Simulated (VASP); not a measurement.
The system is Rh.

```
Rh
1.0
     0.00000    1.89785    1.89785
     1.89785    0.00000    1.89785
     1.89785    1.89785    0.00000
Rh
1
Cartesian
  0.0000 0.0000 0.0000
```

```yaml
Program: VASP 6.6.1
Task: relaxation of cell and atoms
Functional: PBEsol
Potentials_or_basis: VASP PAW PBE potentials, release 64 (Rh_pv)
Cutoff: 500 eV
k_mesh: 12 × 12 × 12
Occupations: gaussian, width 0.05 eV
Spin: no spin polarisation
```

At the start: pressure -3.8 GPa; volume 13.67 Å³/atom.

How do energy, volume and symmetry change on relaxing?

Over 3 steps the energy falls by 2.2 meV/atom and the volume is 13.49 Å³/atom (-1.3 %); space group Fm-3m (No. 225, to 0.05 Å).

Step by step:
| step | energy change (eV) | largest force (eV/Å) | pressure (GPa) | volume (Å³) |
| --- | --- | --- | --- | --- |
| 1 | 0.0000 | 0.0000 | -3.82 | 13.67 |
| 2 | 0.0129 | 0.0000 | 11.09 | 13.04 |
| 3 | -0.0022 | 0.0000 | -0.03 | 13.49 |

Final structure:
```
CELL_PARAMETERS angstrom
0.00000 1.88952 1.88952
1.88952 0.00000 1.88952
1.88952 1.88952 0.00000
ATOMIC_POSITIONS crystal
Rh 0.00000 0.00000 0.00000
```

Caveat: the PAW data sets were made with another functional, which shifts forces and pressure a little.
